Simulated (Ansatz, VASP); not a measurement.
# Two plane-wave programs on Al3GaIr

```
Al Ga Ir
1.0
     4.33598    0.00000    0.00000
    -2.16799    3.75507    0.00000
     0.00000    0.00000    5.13894
Al Ga Ir
3 1 1
Direct
  0.00000 0.00000 0.90707
  0.33333 0.66667 0.38543
  0.66667 0.33333 0.65962
  0.66667 0.33333 0.17062
  0.33333 0.66667 0.87726
```

Change from the starting cell: species swapped into the Mg3BiSb type (P3m1, No. 156).

Alike in both runs: functional PBE; k mesh 6 × 6 × 4; occupations gaussian, width 0.1 eV; no spin polarisation.

Ansatz relaxed the structure, and its values are those at the end. VASP's run is a single point on that final structure, the one shown.

|  | VASP | Ansatz |
| --- | --- | --- |
| version | VASP 6.6.1 | Ansatz 0.2.0 |
| potentials or method | VASP PAW PBE potentials, release 64 (Al, Ga_d, Ir), cutoff 520 eV | scalar-relativistic, plane waves, PAW |
| valence electrons in the cell | 31 | 39 |

```csv
,VASP,Ansatz,Ansatz less VASP
gap on the k mesh at the Fermi level (eV),none,none,-
pressure (GPa),-0.3,-0.3,+0.01
rms of the force components (eV/Å),0.007,0.010,+0.0026
```

A gap of «none» marks a metal or a gap that the smearing closes. VASP's potentials hold 31 valence electrons a cell and Ansatz's 39, so a difference there can come from the potentials and not from the codes.

Spin-orbit coupling is off throughout.
